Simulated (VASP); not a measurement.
# Rh2C (R-3m) in VASP: relaxation of cell and atoms with PBE

Aim: the relaxation of cell and atoms of Rh2C with PBE.

Program: VASP 6.6.1. These are calculated values, not measurements. Logs are shortened: lines on timing, memory, paths and dates and some standing lists are left out, and cuts for length are marked.

**1. The cell of the first run**

The structure is trigonal, space group R-3m (No. 166). Conventional cell: a = 3.134 Å, b = 3.134 Å, c = 12.592 Å, α = 90.00°, β = 90.00°, γ = 120.00°. Rh (site symmetry 3m) has 3 C at 2.08 Å and 6 Rh at 2.73 to 2.81 Å within 2.9 Å. Within 2.8 Å of C (site symmetry -3m) lie 6 Rh at 2.08 Å.

**2. Relaxation of cell and atoms, PBE**

INCAR reads:

```
PREC = Accurate
ENCUT = 600
EDIFF = 1E-6
ISMEAR = 0
SIGMA = 0.1
LREAL = F
LASPH = T
NELM = 100
ALGO = Normal
ISIF = 3
LWAVE = F
LCHARG = F
GGA = PE
IBRION = 2
NSW = 100
EDIFFG = -0.01
```

KPOINTS reads:

```
regular mesh
0
Gamma
  18 18 18
```

POSCAR reads:

```
Rh2C
1.0
    1.5670210176      0.9047200063      4.1974711362
   -1.5670210176      0.9047200063      4.1974711362
    0.0000000000     -1.8094400127      4.1974711362
Rh C
2 1
Direct
    0.7477551942      0.7477551942      0.7477551942
    0.2522448058      0.2522448058      0.2522448058
    0.0000000000      0.0000000000      0.0000000000
```

Potentials or basis: VASP PAW PBE potentials, release 64 (Rh_pv, C).

The run is started by

```bash
$ cat potpaw_PBE.64/Rh_pv/POTCAR potpaw_PBE.64/C/POTCAR > POTCAR
$ mpirun -np 1 vasp_std > vasp.out
```

OUTCAR:

```text
PREC = Accurate
   ENCUT = 600
   EDIFF = 1E-6
   ISMEAR = 0
   LREAL = F
   LASPH = T
   NELM = 100
   ISIF = 3
   GGA = PE
   IBRION = 2
   NSW = 100
   EDIFFG = -0.01

 ion  position               nearest neighbor table
   1  0.748  0.748  0.748-   3 2.08   3 2.08   3 2.08   2 2.73   2 2.73   2 2.73   2 2.81   2 2.81
                             2 2.81
   2  0.252  0.252  0.252-   3 2.08   3 2.08   3 2.08   1 2.73   1 2.73   1 2.73   1 2.81   1 2.81
                             1 2.81
   3  0.000  0.000  0.000-   1 2.08   1 2.08   2 2.08   2 2.08   1 2.08   2 2.08

  LATTYP: Found a trigonal (rhomboedric) cell.
 ALAT       =     4.5708683090
 COS(alpha) =     0.7649381118

  Lattice vectors:

 A1 = (   1.5670210176,   0.9047200063,   4.1974711362)
 A2 = (  -1.5670210176,   0.9047200063,   4.1974711362)
 A3 = (   0.0000000000,  -1.8094400127,   4.1974711362)

Analysis of symmetry for initial positions (statically):
=====================================================================
 Subroutine PRICEL returns:
 Original cell was already a primitive cell.

 Routine SETGRP: Setting up the symmetry group for a
 trigonal (rhombohedral) supercell.

 Subroutine GETGRP returns: Found 12 space group operations
 (whereof 12 operations were pure point group operations)
 out of a pool of 12 trial point group operations.

The static configuration has the point symmetry D_3d.

Analysis of symmetry for dynamics (positions and initial velocities):
=====================================================================
 Subroutine PRICEL returns:
 Original cell was already a primitive cell.

 Routine SETGRP: Setting up the symmetry group for a
 trigonal (rhombohedral) supercell.

 Subroutine GETGRP returns: Found 12 space group operations
 (whereof 12 operations were pure point group operations)
 out of a pool of 12 trial point group operations.

The dynamic configuration has the point symmetry D_3d.

 Subroutine INISYM returns: Found 12 space group operations
 (whereof 12 operations are pure point group operations),
 and found     1 'primitive' translations

----------------------------------------------------------------------------------------

                                     Primitive cell

  volume of cell :      35.7049

  direct lattice vectors                    reciprocal lattice vectors
     1.567021018  0.904720006  4.197471136     0.319076767  0.184219057  0.079412895
    -1.567021018  0.904720006  4.197471136    -0.319076767  0.184219057  0.079412895
     0.000000000 -1.809440013  4.197471136     0.000000000 -0.368438115  0.079412895

  length of vectors
     4.570868309  4.570868309  4.570868309     0.376899260  0.376899260  0.376899260

  position of ions in fractional coordinates (direct lattice)
     0.747755194  0.747755194  0.747755194
     0.252244806  0.252244806  0.252244806
     0.000000000  0.000000000  0.000000000

  ion indices of the primitive-cell ions
   primitive index   ion index
                 1           1
                 2           2
                 3           3

----------------------------------------------------------------------------------------

 KPOINTS: regular mesh

Automatic generation of k-mesh.
 Grid dimensions read from file:
 generate k-points for:   18   18   18

 Generating k-lattice:

  Cartesian coordinates                     Fractional coordinates (reciprocal lattice)
     0.017726487  0.010234392  0.004411827     0.055555556 -0.000000000  0.000000000
    -0.017726487  0.010234392  0.004411827    -0.000000000  0.055555556  0.000000000
     0.000000000 -0.020468784  0.004411827     0.000000000  0.000000000  0.055555556

  Length of vectors
     0.020938848  0.020938848  0.020938848

  Shift w.r.t. Gamma in fractional coordinates (k-lattice)
     0.000000000  0.000000000  0.000000000

 Subroutine IBZKPT returns following result:
 ===========================================

 Found    580 irreducible k-points:

 Following reciprocal coordinates:
            Coordinates               Weight
  0.000000  0.000000  0.000000      1.000000
  0.055556 -0.000000 -0.000000      6.000000
  0.111111 -0.000000 -0.000000      6.000000
  0.166667 -0.000000 -0.000000      6.000000
  0.222222 -0.000000 -0.000000      6.000000
  0.277778 -0.000000 -0.000000      6.000000
[... 16 lines left out ...]
 -0.277778  0.055556  0.000000     12.000000
 -0.222222  0.055556  0.000000     12.000000
 [... further k-points ...]
   k-points           NKPTS =    580   k-points in BZ     NKDIM =    580   number of bands    NBANDS=     21
   number of dos      NEDOS =    301   number of ions     NIONS =      3
   total plane-waves  NPLWV =  64000
   dimension x,y,z NGX =    40 NGY =   40 NGZ =   40
   dimension x,y,z NGXF=    80 NGYF=   80 NGZF=   80
   ions per type =               2   1
   NGX,Y,Z   is equivalent  to a cutoff of  14.55, 14.55, 14.55 a.u.
   NGXF,Y,Z  is equivalent  to a cutoff of  29.10, 29.10, 29.10 a.u.
 SYSTEM =  unknown system
   PREC   = accura    normal or accurate (medium, high low for compatibility)
   ISTART =      0    job   : 0-new  1-cont  2-samecut
   ICHARG =      2    charge: 1-file 2-atom 10-const
   ISPIN  =      1    spin polarized calculation?
   LNONCOLLINEAR =      F non collinear calculations
   LSORBIT =      F    spin-orbit coupling
   LASPH  =      T    aspherical Exc in radial PAW
   ENCUT  =  600.0 eV  44.10 Ry    6.64 a.u.   9.13  9.13  9.13*2*pi/ulx,y,z
   NELM   =    100;   NELMIN=  2; NELMDL= -5     # of ELM steps
   EDIFF  = 0.1E-05   stopping-criterion for ELM
   LREAL  =      F    real-space projection
   EDIFFG = -.1E-01   stopping-criterion for IOM
   NSW    =    100    number of steps for IOM
   IBRION =      2    ionic relax: 0-MD 1-quasi-New 2-CG
   NFREE  =      1    steps in history (QN), initial steepest desc. (CG)
   ISIF   =      3    stress and relaxation
   ISYM   =      2    0-nonsym 1-usesym 2-fastsym
   POTIM  = 0.5000    time-step for ionic-motion
   TEBEG  =    0.0;   TEEND  =   0.0 temperature during run
   PSTRESS=    0.0 pullay stress
   NELECT =      34.0000    total number of electrons
   NUPDOWN=      -1.0000    fix difference up-down
   EMIN   =  10.00;   EMAX   =-10.00  energy-range for DOS
   EFERMI =   0.00;   METHOD = LEGACY
   ISMEAR =     0;   SIGMA  =   0.10  broadening in eV -4-tet -1-fermi 0-gaus
   EFERMI_NEDOS =   21; number of points for ismear=-14 and -15
   IALGO  =     38    algorithm
   IMIX   =      4    mixing-type and parameters
     AMIX     =   0.40;   BMIX     =  1.00
     AMIX_MAG =   1.60;   BMIX_MAG =  1.00
  volume/ion in A,a.u.               =      11.90        80.32
  Fermi-wavevector in a.u.,A,eV,Ry     =   1.610615  3.043622 35.294622  2.594082
  Thomas-Fermi vector in A             =   2.706137
   LORBIT       =      0    0 simple, 1 ext, 2 COOP (PROOUT), +10 PAW based schemes
   GGA     = PE    functional components
   LHFCALC =     F    Hartree Fock is set to
   AEXX    =    0.0000 exact exchange contribution
   IVDW    =     0    specifies the selected vdW correction
   LEPSILON=     F    determine dielectric tensor
   LRPA    =     F    only Hartree local field effects (RPA)
 conjugate gradient relaxation of ions
 non-spin polarized calculation
 Gauss-broadening in eV      SIGMA  =   0.10
  energy-cutoff  :      600.00
  volume of cell :       35.70
 maximum number of plane-waves:      1208
 NGX is ok and might be reduce to    40
   NGX = 19   NGY = 19   NGZ = 19

--------------------------------------- Ionic step        1  -------------------------------------------

 number of electron      33.9999999 magnetization

 Free energy of the ion-electron system (eV)
  ---------------------------------------------------
  ext. energy  EPLUGINS =         0.00000000
  ---------------------------------------------------
  free energy    TOTEN  =       -22.95957144 eV

  energy without entropy =      -22.95285869  energy(sigma->0) =      -22.95621506

------------------------ aborting loop because EDIFF is reached ----------------------------------------

  FORCE on cell =-STRESS in cart. coord.  units (eV):
  Direction    XX          YY          ZZ          XY          YZ          ZX
  --------------------------------------------------------------------------------------
  -------------------------------------------------------------------------------------
  Total        0.0222543      0.0222543     -0.0586994      0.0000000      0.0000000      0.0000000
  in kB        0.9986124      0.9986124     -2.6340011      0.0000000      0.0000000      0.0000000
  external PRESSURE =      -0.2122588 kB  Pullay stress =       0.0000000 kB

 VOLUME and BASIS-vectors are now :
 -----------------------------------------------------------------------------
  energy-cutoff  :      600.00
  volume of cell :       35.70
      direct lattice vectors                 reciprocal lattice vectors
     1.567021018  0.904720006  4.197471136     0.319076767  0.184219057  0.079412895
    -1.567021018  0.904720006  4.197471136    -0.319076767  0.184219057  0.079412895
     0.000000000 -1.809440013  4.197471136     0.000000000 -0.368438115  0.079412895
[... 112 lines left out ...]
 POSITION                                       TOTAL-FORCE (eV/Angst)
 -----------------------------------------------------------------------------------
     -0.00000     -0.00000      9.40305         0.000000      0.000000     -0.011062
     -0.00000     -0.00000      3.17066        -0.000000     -0.000000      0.011062
     -0.00000      0.00000      0.00000         0.000000      0.000000      0.000000
 -----------------------------------------------------------------------------------
    total drift:                               -0.000000      0.000000     -0.000000

  FREE ENERGIE OF THE ION-ELECTRON SYSTEM (eV)
  ---------------------------------------------------
  free  energy   TOTEN  =       -22.9596356038 eV

  energy  without entropy=      -22.9529686676  energy(sigma->0) =      -22.95630214

--------------------------------------- Ionic step        5  -------------------------------------------

 number of electron      33.9999999 magnetization

 Free energy of the ion-electron system (eV)
  ---------------------------------------------------
  ext. energy  EPLUGINS =         0.00000000
  ---------------------------------------------------
  free energy    TOTEN  =       -22.95963490 eV

  energy without entropy =      -22.95295980  energy(sigma->0) =      -22.95629735

 E-fermi :  10.5858     XC(G=0): -13.3885

 val. band max:       10.5826603127   @ k =  -0.3889   0.5000   0.2778
 cond. band min:      10.5922761178   @ k =  -0.3333  -0.3889   0.1111
 fundamental gap:      0.0096158050
 Fermi energy:        10.5858054145

 k-point     1 :       0.0000    0.0000    0.0000
  band No.  band energies     occupation
      1     -36.2275      2.00000
      2     -36.0695      2.00000
      3     -36.0695      2.00000
      4     -35.9511      2.00000
      5     -35.9511      2.00000
      6     -35.7423      2.00000
[... 13 lines left out ...]
     20      14.9589      0.00000
     21      14.9589      0.00000
[... 529 lines left out ...]
 k-point    24 :      -0.2222    0.0556    0.0000
  band No.  band energies     occupation
      1     -36.1625      2.00000
      2     -36.1138      2.00000
      3     -36.0780      2.00000
      4     -36.0270      2.00000
      5     -35.9770      2.00000
      6     -35.8004      2.00000
[... 13 lines left out ...]
     20      14.0386      0.00000
     21      14.9205      0.00000

 [... further k-points ...]
[... 5 lines left out ...]
  --------------------------------------------------------------------------------------
  -------------------------------------------------------------------------------------
  Total       -0.0105163     -0.0105163     -0.0275265      0.0000000      0.0000000      0.0000000
  in kB       -0.4720323     -0.4720323     -1.2355525      0.0000000      0.0000000      0.0000000
  external PRESSURE =      -0.7265391 kB  Pullay stress =       0.0000000 kB

 VOLUME and BASIS-vectors are now :
 -----------------------------------------------------------------------------
  energy-cutoff  :      600.00
  volume of cell :       35.69
      direct lattice vectors                 reciprocal lattice vectors
     1.567742643  0.905136637  4.192372618     0.318929897  0.184134262  0.079509472
    -1.567742643  0.905136637  4.192372618    -0.318929897  0.184134262  0.079509472
    -0.000000000 -1.810273274  4.192372618     0.000000000 -0.368268524  0.079509472

 POSITION                                       TOTAL-FORCE (eV/Angst)
 -----------------------------------------------------------------------------------
     -0.00000     -0.00000      9.40542         0.000000      0.000000     -0.006420
     -0.00000     -0.00000      3.17170        -0.000000     -0.000000      0.006420
     -0.00000      0.00000      0.00000        -0.000000     -0.000000     -0.000000
 -----------------------------------------------------------------------------------
    total drift:                               -0.000000     -0.000000      0.000000

  FREE ENERGIE OF THE ION-ELECTRON SYSTEM (eV)
  ---------------------------------------------------
  free  energy   TOTEN  =       -22.9596348957 eV

  energy  without entropy=      -22.9529598049  energy(sigma->0) =      -22.95629735

 reached required accuracy - stopping structural energy minimisation
```

Run time: 50 min. Hardware: 1 thread of Intel Xeon 8259CL, shared host; peak memory 0.63 GiB.

Results:

```
Free energy                           : -22.9596 eV
Relaxed volume                        : 11.90 Å³/atom
Relaxed cell                          : a = 4.567 Å, b = 4.567 Å, c = 4.567 Å, α = 40.16°, β = 40.16°, γ = 40.16°
Space group after relaxing (to 0.1 Å) : R-3m (No. 166)
Energy gained by relaxing             : 0.0 meV/atom
Ionic steps                           : 5
Pressure after relaxing               : -0.1 GPa
Largest force after relaxing          : 0.006 eV/Å
Band gap on the k mesh                : zero (bands 17 and 18 overlap by 2.16 eV)
```

Forces on the atoms (eV/Å):
```
Rh   0.000  0.000 -0.006
Rh   0.000  0.000  0.006
C    0.000  0.000  0.000
```

Final structure:
```yaml
crystal:
  lattice:
    - [1.56774, 0.90514, 4.19237]
    - [-1.56774, 0.90514, 4.19237]
    - [0.00000, -1.81027, 4.19237]
  atoms:
    - { symbol: Rh, position: [0.74782, 0.74782, 0.74782] }
    - { symbol: Rh, position: [0.25218, 0.25218, 0.25218] }
    - { symbol: C, position: [0.00000, 0.00000, 0.00000] }
```
